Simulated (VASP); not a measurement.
Runs of VASP 6.6.1 on As. The structure is that of space group Fd-3m (No. 227), or close to it. The cells are those of the table. 

```csv
task,cell,k mesh,cutoff (eV),gap on the mesh (eV),pressure (GPa)
single point,"a = 4.308 Å, angles 60.0°, 2 atoms",10 × 10 × 10,520,none,(a)
single point,"a = 4.488 Å, angles 60.0°, 2 atoms",10 × 10 × 10,520,none,-1.4
single point,"a = 4.245 Å, angles 60.0°, 2 atoms",10 × 10 × 10,520,none,6.8
single point,"a = 4.370 Å, angles 60.0°, 2 atoms",10 × 10 × 10,520,none,1.9
relaxation of cell and atoms,"relaxed from a = 4.119 Å, angles 60.0°, 2 atoms",9 × 9 × 9,600,none,0.0
single point,"a = 4.429 Å, angles 60.0°, 2 atoms",9 × 9 × 9,520,none,0.2
single point,"a = 4.600 Å, angles 60.0°, 2 atoms",10 × 10 × 10,520,none,(b)
```

Alike in all rows: level BLYP; potentials or basis VASP PAW PBE potentials, release 64 (As); no spin polarisation; smearing fermi-dirac 0.1 eV.

Q: Fill in the values left out.

A: (a) 4.1; (b) -3.6.

Caveats: the PAW data sets were made with another functional, which shifts forces and pressure a little.

A k mesh can miss the band edges, and the runs leave out spin-orbit coupling on As.

A gap of «none» marks levels without a gap at the run's occupations.
